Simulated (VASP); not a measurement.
Input of a VASP 6.6.1 run:

Contents of INCAR:

```
SYSTEM = LaHg
ALGO = Normal
EDIFF = 1E-6
ENCUT = 520
ISIF = 2
ISMEAR = -1
LASPH = .True.
LCHARG = .False.
LREAL = .False.
LWAVE = .False.
NBANDS = 18
NELM = 60
PREC = Accurate
SIGMA = 0.08
```

Contents of KPOINTS:

```
k-points
0
Gamma
  11 11 11
  0 0 0
```

POSCAR

```
LaHg
1.0
    3.8370000000      0.0383700000      0.0383700000
    0.0383700000      3.8370000000      0.0383700000
    0.0383700000      0.0383700000      3.8370000000
La Hg
1 1
Direct
    0.5000000000      0.5000000000      0.5000000000
    0.0000000000      0.0000000000      0.0000000000
```

Potentials or basis: VASP PAW LDA potentials, release 64 (La, Hg).

Command:

```console
$ cat potpaw_LDA.64/La/POTCAR potpaw_LDA.64/Hg/POTCAR > POTCAR
$ mpirun -np 1 vasp_std > vasp.out
```

Problem. What does it give for the pressure?

Solution. -1.7 GPa.

Stress tensor (GPa, compression positive):
```
-1.67 -0.44 -0.44
-0.44 -1.67 -0.44
-0.44 -0.44 -1.67
```

Caveat: the cell differs from its parent crystal (equal xy, yz and zx shear strains of +2 %).
